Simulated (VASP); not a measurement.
Input of a VASP 6.6.1 run:

File INCAR:

```
SYSTEM = NbH
ALGO = Normal
EDIFF = 1E-6
ENCUT = 520
GGA = PS
ISIF = 2
ISMEAR = -1
LASPH = .TRUE.
LCHARG = .FALSE.
LREAL = .FALSE.
LWAVE = .FALSE.
NBANDS = 14
NELM = 80
PREC = Accurate
SIGMA = 0.1
```

KPOINTS

```
k-points
0
G
  13 13 13
  0 0 0
```

File POSCAR:

```
NbH
1.0
   -1.6069640000      1.6069640000      1.9843010000
    1.6069640000     -1.6069640000      1.9843010000
    1.6069640000      1.6069640000     -1.9843010000
Nb H
1 1
Direct
    0.0000000000      0.0000000000      0.0000000000
    0.5000000000      0.5000000000      0.0000000000
```

Potentials or basis: VASP PAW PBE potentials, release 64 (Nb_sv, H).

Launch:

```bash
$ cat potpaw_PBE.64/Nb_sv/POTCAR potpaw_PBE.64/H/POTCAR > POTCAR
$ mpirun -np 1 vasp_std > vasp.out
```

(1) Estimate the band gap on the k mesh.

(2) Estimate the pressure.

Results:

(1) zero (band 7 reaches 14.30 eV, above the bottom of band 8 at 10.39 eV).

(2) -7.9 GPa.

Caveat: the PAW data sets were made with another functional, which shifts forces and pressure a little.
